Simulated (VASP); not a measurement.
# SiC3 (P1) in VASP: single point with PBEsol

Aim: the single point of SiC3 with PBEsol.

Everything below comes from runs of VASP 6.6.1. Logs are shortened: lines on timing, memory, paths and dates and some standing lists are left out, and cuts for length are marked.

## 1. The cell of the first run

The typed cell holds 32 atoms: a = 5.594 Å, b = 5.594 Å, c = 8.182 Å, α = 90.00°, β = 90.00°, γ = 90.00°.

## 2. Single point, PBEsol

Input file INCAR:

```
PREC = Accurate ; ENCUT = 520
EDIFF = 1E-6 ; ISMEAR = -1
SIGMA = 0.086 ; LREAL = Auto
LASPH = T ; NELM = 80
ALGO = Normal ; ISIF = 2
LWAVE = F ; LCHARG = F
GGA = PS ; NBANDS = 86
```

Input file KPOINTS:

```
Automatic mesh
0
Gamma
  2 2 2
```

Input file POSCAR:

```
SiC3
1.0
    5.5938570000      0.0000000000      0.0000000000
    0.0000000000      5.5938570000      0.0000000000
    0.0000000000      0.0000000000      8.1816310000
C Si
24 8
Direct
    0.2449932131      0.0111951378      0.3936224941
    0.2163850452      0.2564527481      0.0059405026
   -0.0278718244      0.2456855797      0.1092496105
    0.2349768684      0.0016457339      0.9014399452
    0.2397998376      0.2641715725      0.4918584082
   -0.0232705269      0.2591199596      0.6033356919
    0.2216844299      0.4986121383      0.3933251206
    0.2549064089      0.7595560630      0.0099971509
   -0.0018523891      0.7663519107      0.1101650759
    0.2458625596      0.5048782977      0.9037353310
    0.2140224536      0.7372800199      0.4958988006
   -0.0229097741      0.7496321411      0.6105393900
    0.7319121672      0.0207937028      0.3953344999
    0.7226450372      0.2521510650      0.0233424118
    0.4689201029      0.2581583691      0.1106993214
    0.7396540527      0.0245689155      0.9053669128
    0.7499448055      0.2431052492      0.5101006144
    0.4602943908      0.2500405355      0.6136783729
    0.7435572629      0.4988956636      0.4042648709
    0.7656874318      0.7546623019      0.0014116990
    0.5209890063      0.7472150253      0.1055306699
    0.7533859017      0.4996579283      0.8980524788
    0.7355295282      0.7477202224      0.5069035746
    0.4620915408      0.7491830771      0.6037099449
   -0.0080168299      0.0093672398      0.2543853420
   -0.0239616422      0.0099285699      0.7512162306
   -0.0221239120      0.4925581759      0.2548836534
    0.0045880687      0.5001613377      0.7579428845
    0.4910064737     -0.0042298185      0.2557846962
    0.4665950524     -0.0088395181      0.7565166408
    0.4771857772      0.4980347192      0.2550297123
    0.5045254106      0.4954849579      0.7549594940
```

Potentials or basis: VASP PAW PBE potentials, release 64 (C, Si).

Started as:

```console
> cat potpaw_PBE.64/C/POTCAR potpaw_PBE.64/Si/POTCAR > POTCAR
> mpirun -np 1 vasp_std > vasp.out
```

OUTCAR:

```text
PREC = Accurate
   ENCUT = 520
   EDIFF = 1E-6
   ISMEAR = -1
   LREAL = Auto
   LASPH = T
   NELM = 80
   ISIF = 2
   GGA = PS

 ion  position               nearest neighbor table
   1  0.245  0.011  0.394-   5 1.63  11 1.75  29 1.78  25 1.82
   2  0.216  0.256  0.006-   3 1.61  10 1.63  15 1.65   4 1.67
   3  0.972  0.246  0.109-  14 1.56   2 1.61  25 1.78  27 1.82
   4  0.235  0.002  0.901-   8 1.62   2 1.67  30 1.76  26 1.90
   5  0.240  0.264  0.492-   7 1.54  18 1.59   1 1.63   6 1.73
   6  0.977  0.259  0.603-  17 1.48   5 1.73  26 1.85  28 1.86
[... 16 lines left out ...]
  23  0.736  0.748  0.507-  12 1.60  19 1.63  24 1.72  13 1.78
  24  0.462  0.749  0.604-  11 1.65  23 1.72  30 1.84  32 1.90
  25  0.992  0.009  0.254-   3 1.78   9 1.80   1 1.82  13 1.86  27 2.70  29 2.79  29 2.80  27 2.89

  26  0.976  0.010  0.751-  16 1.83   6 1.85  12 1.86   4 1.90  30 2.75  28 2.75  30 2.85  28 2.86

  27  0.978  0.493  0.255-   7 1.77  19 1.79   3 1.82   9 1.94  25 2.70  31 2.79  31 2.80  25 2.89

  28  0.005  0.500  0.758-  10 1.80  22 1.81  12 1.85   6 1.86  26 2.75  32 2.80  32 2.80  26 2.86

  29  0.491  0.996  0.256-  13 1.77   1 1.78  21 1.86  15 1.89  31 2.79  25 2.79  25 2.80  31 2.81

  30  0.467  0.991  0.757-   4 1.76  24 1.84  18 1.86  16 1.96  26 2.75  32 2.78  32 2.83  26 2.85

  31  0.477  0.498  0.255-  15 1.79   7 1.82  21 1.87  19 1.93  29 2.79  27 2.79  27 2.80  29 2.81

  32  0.505  0.495  0.755-  18 1.81  22 1.82  10 1.89  24 1.90  30 2.78  28 2.80  28 2.80  30 2.83

  LATTYP: Found a simple tetragonal cell.
 ALAT       =     5.5938570000
 C/A-ratio  =     1.4626099666

  Lattice vectors:

 A1 = (   5.5938570000,   0.0000000000,   0.0000000000)
 A2 = (   0.0000000000,   5.5938570000,   0.0000000000)
 A3 = (   0.0000000000,   0.0000000000,   8.1816310000)

Analysis of symmetry for initial positions (statically):
=====================================================================
 Subroutine PRICEL returns:
 Original cell was already a primitive cell.

 Routine SETGRP: Setting up the symmetry group for a
 simple tetragonal supercell.

 Subroutine GETGRP returns: Found  1 space group operations
 (whereof  1 operations were pure point group operations)
 out of a pool of 16 trial point group operations.

The static configuration has the point symmetry C_1 .

Analysis of symmetry for dynamics (positions and initial velocities):
=====================================================================
 Subroutine PRICEL returns:
 Original cell was already a primitive cell.

 Routine SETGRP: Setting up the symmetry group for a
 simple tetragonal supercell.

 Subroutine GETGRP returns: Found  1 space group operations
 (whereof  1 operations were pure point group operations)
 out of a pool of 16 trial point group operations.

The dynamic configuration has the point symmetry C_1 .

 Subroutine INISYM returns: Found  1 space group operations
 (whereof  1 operations are pure point group operations),
 and found     1 'primitive' translations

----------------------------------------------------------------------------------------

                                     Primitive cell

  volume of cell :     256.0133

  direct lattice vectors                    reciprocal lattice vectors
     5.593857000  0.000000000  0.000000000     0.178767530  0.000000000  0.000000000
     0.000000000  5.593857000  0.000000000     0.000000000  0.178767530  0.000000000
     0.000000000  0.000000000  8.181631000     0.000000000  0.000000000  0.122225018

  length of vectors
     5.593857000  5.593857000  8.181631000     0.178767530  0.178767530  0.122225018

  position of ions in fractional coordinates (direct lattice)
     0.244993213  0.011195138  0.393622494
     0.216385045  0.256452748  0.005940503
     0.972128176  0.245685580  0.109249611
     0.234976868  0.001645734  0.901439945
     0.239799838  0.264171572  0.491858408
     0.976729473  0.259119960  0.603335692
[... 24 lines left out ...]
     0.477185777  0.498034719  0.255029712
     0.504525411  0.495484958  0.754959494

  ion indices of the primitive-cell ions
   primitive index   ion index
                 1           1
                 2           2
                 3           3
                 4           4
                 5           5
                 6           6
[... 24 lines left out ...]
                31          31
                32          32

----------------------------------------------------------------------------------------

 KPOINTS: Automatic mesh

Automatic generation of k-mesh.
 Grid dimensions read from file:
 generate k-points for:    2    2    2

 Generating k-lattice:

  Cartesian coordinates                     Fractional coordinates (reciprocal lattice)
     0.089383765  0.000000000  0.000000000     0.500000000  0.000000000  0.000000000
     0.000000000  0.089383765  0.000000000     0.000000000  0.500000000  0.000000000
     0.000000000  0.000000000  0.061112509     0.000000000  0.000000000  0.500000000

  Length of vectors
     0.089383765  0.089383765  0.061112509

  Shift w.r.t. Gamma in fractional coordinates (k-lattice)
     0.000000000  0.000000000  0.000000000

 Subroutine IBZKPT returns following result:
 ===========================================

 Found      8 irreducible k-points:

 Following reciprocal coordinates:
            Coordinates               Weight
  0.000000  0.000000  0.000000      1.000000
  0.500000  0.000000  0.000000      1.000000
  0.000000  0.500000  0.000000      1.000000
  0.500000  0.500000  0.000000      1.000000
  0.000000  0.000000  0.500000      1.000000
  0.500000  0.000000  0.500000      1.000000
  0.000000  0.500000  0.500000      1.000000
  0.500000  0.500000  0.500000      1.000000
   k-points           NKPTS =      8   k-points in BZ     NKDIM =      8   number of bands    NBANDS=     86
   number of dos      NEDOS =    301   number of ions     NIONS =     32
   total plane-waves  NPLWV = 112896
   dimension x,y,z NGX =    42 NGY =   42 NGZ =   64
   dimension x,y,z NGXF=    84 NGYF=   84 NGZF=  128
   ions per type =              24   8
   NGX,Y,Z   is equivalent  to a cutoff of  12.48, 12.48, 13.00 a.u.
   NGXF,Y,Z  is equivalent  to a cutoff of  24.96, 24.96, 26.01 a.u.
 SYSTEM =  unknown system
   PREC   = accura    normal or accurate (medium, high low for compatibility)
   ISTART =      0    job   : 0-new  1-cont  2-samecut
   ICHARG =      2    charge: 1-file 2-atom 10-const
   ISPIN  =      1    spin polarized calculation?
   LNONCOLLINEAR =      F non collinear calculations
   LSORBIT =      F    spin-orbit coupling
   LASPH  =      T    aspherical Exc in radial PAW
   ENCUT  =  520.0 eV  38.22 Ry    6.18 a.u.  10.40 10.40 15.21*2*pi/ulx,y,z
   NELM   =     80;   NELMIN=  2; NELMDL= -5     # of ELM steps
   EDIFF  = 0.1E-05   stopping-criterion for ELM
   LREAL  =      T    real-space projection
   EDIFFG = 0.1E-04   stopping-criterion for IOM
   NSW    =      0    number of steps for IOM
   IBRION =     -1    ionic relax: 0-MD 1-quasi-New 2-CG
   NFREE  =      0    steps in history (QN), initial steepest desc. (CG)
   ISIF   =      2    stress and relaxation
   ISYM   =      2    0-nonsym 1-usesym 2-fastsym
   POTIM  = 0.5000    time-step for ionic-motion
   TEBEG  =    0.0;   TEEND  =   0.0 temperature during run
   PSTRESS=    0.0 pullay stress
   NELECT =     128.0000    total number of electrons
   NUPDOWN=      -1.0000    fix difference up-down
   EMIN   =  10.00;   EMAX   =-10.00  energy-range for DOS
   EFERMI =   0.00;   METHOD = LEGACY
   ISMEAR =    -1;   SIGMA  =   0.09  broadening in eV -4-tet -1-fermi 0-gaus
   EFERMI_NEDOS =   21; number of points for ismear=-14 and -15
   IALGO  =     38    algorithm
   IMIX   =      4    mixing-type and parameters
     AMIX     =   0.40;   BMIX     =  1.00
     AMIX_MAG =   1.60;   BMIX_MAG =  1.00
  volume/ion in A,a.u.               =       8.00        53.99
  Fermi-wavevector in a.u.,A,eV,Ry     =   1.299343  2.455403 22.970625  1.688293
  Thomas-Fermi vector in A             =   2.430613
   LORBIT       =      0    0 simple, 1 ext, 2 COOP (PROOUT), +10 PAW based schemes
   GGA     = PS    functional components
   LHFCALC =     F    Hartree Fock is set to
   AEXX    =    0.0000 exact exchange contribution
   IVDW    =     0    specifies the selected vdW correction
   LEPSILON=     F    determine dielectric tensor
   LRPA    =     F    only Hartree local field effects (RPA)
 non-spin polarized calculation
  energy-cutoff  :      520.00
  volume of cell :      256.01
 maximum number of plane-waves:      6932
 NGX is ok and might be reduce to    42
   NGX = 21   NGY = 21   NGZ = 31

 number of electron     128.0000000 magnetization

 Free energy of the ion-electron system (eV)
  ---------------------------------------------------
  ext. energy  EPLUGINS =         0.00000000
  ---------------------------------------------------
  free energy    TOTEN  =      -260.02088076 eV

  energy without entropy =     -260.01995592  energy(sigma->0) =     -260.02041834

 E-fermi :  10.2144     XC(G=0): -12.2670

 val. band max:        9.6990883076   @ k =   0.0000   0.0000   0.0000
 cond. band min:      10.7714136361   @ k =   0.0000   0.0000   0.0000
 fundamental gap:      1.0723253285
 Fermi energy:        10.2143883510

 k-point     1 :       0.0000    0.0000    0.0000
  band No.  band energies     occupation
      1      -9.4405      2.00000
      2      -8.4357      2.00000
      3      -6.5700      2.00000
      4      -6.5146      2.00000
      5      -6.2706      2.00000
      6      -5.9679      2.00000
[... 68 lines left out ...]
     75      13.6269      0.00000
     76      13.9111      0.00000

 k-point     2 :       0.5000    0.0000    0.0000
  band No.  band energies     occupation
      1      -8.6705      2.00000
      2      -8.3629      2.00000
      3      -7.7218      2.00000
      4      -7.3944      2.00000
      5      -5.8308      2.00000
      6      -5.5721      2.00000
[... 466 lines left out ...]
 k-point     8 :       0.5000    0.5000    0.5000
  band No.  band energies     occupation
      1      -7.7832      2.00000
      2      -7.5515      2.00000
      3      -7.2949      2.00000
      4      -7.2183      2.00000
      5      -7.1755      2.00000
      6      -7.0456      2.00000
[... 68 lines left out ...]
     75      14.6829      0.00000
     76      14.7127      0.00000
 [bands above 76 left out]

------------------------ aborting loop because EDIFF is reached ----------------------------------------

  FORCE on cell =-STRESS in cart. coord.  units (eV):
  Direction    XX          YY          ZZ          XY          YZ          ZX
  --------------------------------------------------------------------------------------
  -------------------------------------------------------------------------------------
  Total        0.6827319     -2.2286347      2.4034432      0.1166670      1.2968029     -0.0705108
  in kB        4.2726584    -13.9471944     15.0411776      0.7301229      8.1156247     -0.4412692
  external PRESSURE =       1.7888805 kB  Pullay stress =       0.0000000 kB

 VOLUME and BASIS-vectors are now :
 -----------------------------------------------------------------------------
  energy-cutoff  :      520.00
  volume of cell :      256.01
      direct lattice vectors                 reciprocal lattice vectors
     5.593857000  0.000000000  0.000000000     0.178767530  0.000000000  0.000000000
     0.000000000  5.593857000  0.000000000     0.000000000  0.178767530  0.000000000
     0.000000000  0.000000000  8.181631000     0.000000000  0.000000000  0.122225018

 POSITION                                       TOTAL-FORCE (eV/Angst)
 -----------------------------------------------------------------------------------
      1.37046      0.06262      3.22047        -1.812640     -0.948893      0.097106
      1.21043      1.43456      0.04860         1.744004     -0.396880     -0.571148
      5.43795      1.37433      0.89384         0.313794      1.778970      0.776639
      1.31443      0.00921      7.37525        -1.368106      0.143834      0.376376
      1.34141      1.47774      4.02420        -0.870276     -1.768938      2.235504
      5.46369      1.44948      4.93627         2.510406     -0.981100      1.526234
[... 24 lines left out ...]
      2.66931      2.78594      2.08656         1.897578      1.046958      0.460607
      2.82224      2.77167      6.17680        -1.985599      0.747293      0.034856
 -----------------------------------------------------------------------------------
    total drift:                                0.004033     -0.018911      0.007018

  FREE ENERGIE OF THE ION-ELECTRON SYSTEM (eV)
  ---------------------------------------------------
  free  energy   TOTEN  =      -260.0208807583 eV

  energy  without entropy=     -260.0199559220  energy(sigma->0) =     -260.02041834
```

Run time: 4.4 min. Hardware: 1 thread of Intel Xeon 6975P-C, shared host; peak memory 0.38 GiB.

Results:

```
Free energy            : -260.0209 eV
Pressure               : 0.2 GPa
Largest force          : 3.986 eV/Å
Band gap on the k mesh : 1.07 eV, direct
```

Forces on the atoms (eV/Å):
```
C   -1.813 -0.949  0.097
C    1.744 -0.397 -0.571
C    0.314  1.779  0.777
C   -1.368  0.144  0.376
C   -0.870 -1.769  2.236
C    2.510 -0.981  1.526
C    1.682  0.747  0.129
C   -0.795 -0.608 -0.860
C    0.651 -2.716  0.818
C    0.649  0.127 -0.351
C    1.423  1.847  1.588
C   -0.210  0.483 -0.107
C    2.186 -1.581  1.263
C    0.532  0.300 -3.939
C   -0.061 -1.691  1.110
C   -1.389 -1.969 -1.564
C   -2.789  1.766 -1.642
C    1.863 -0.314 -0.141
C   -2.531 -0.052 -0.504
C   -1.569  0.502  0.102
C   -1.468  0.746  1.467
C   -0.345  0.554  0.839
C   -1.055  0.110 -0.676
C    1.549 -0.909  1.110
Si  -0.591 -0.759  0.855
Si   0.998 -0.217  0.582
Si  -0.243  1.855 -1.619
Si  -0.990  0.105 -0.871
Si   0.032  0.720 -1.685
Si   2.039  1.334 -0.843
Si   1.898  1.047  0.461
Si  -1.986  0.747  0.035
```

Levels at points of the mesh, in eV from the valence-band top:
```csv
k point,band 62,band 63,band 64,band 65,band 66,band 67
"(0.00, 0.00, 0.00)",-0.69,-0.29,0.00,1.07,1.10,1.30
"(0.50, 0.00, 0.00)",-1.09,-0.44,-0.21,1.98,2.23,2.35
"(0.00, 0.50, 0.00)",-1.26,-0.52,-0.46,1.99,2.22,2.28
"(0.50, 0.50, 0.00)",-2.17,-2.14,-2.07,2.07,2.12,2.26
"(0.00, 0.00, 0.50)",-0.84,-0.75,-0.59,1.34,1.46,2.48
"(0.50, 0.00, 0.50)",-0.84,-0.72,-0.57,1.88,2.15,2.22
"(0.00, 0.50, 0.50)",-0.97,-0.80,-0.66,1.96,2.08,2.28
"(0.50, 0.50, 0.50)",-2.30,-2.25,-2.20,2.75,2.88,3.14
```

Caveat: the k points lie up to 0.56 Å⁻¹ apart; the PAW data sets were made with another functional, which shifts forces and pressure a little. A k mesh can miss the band edges.
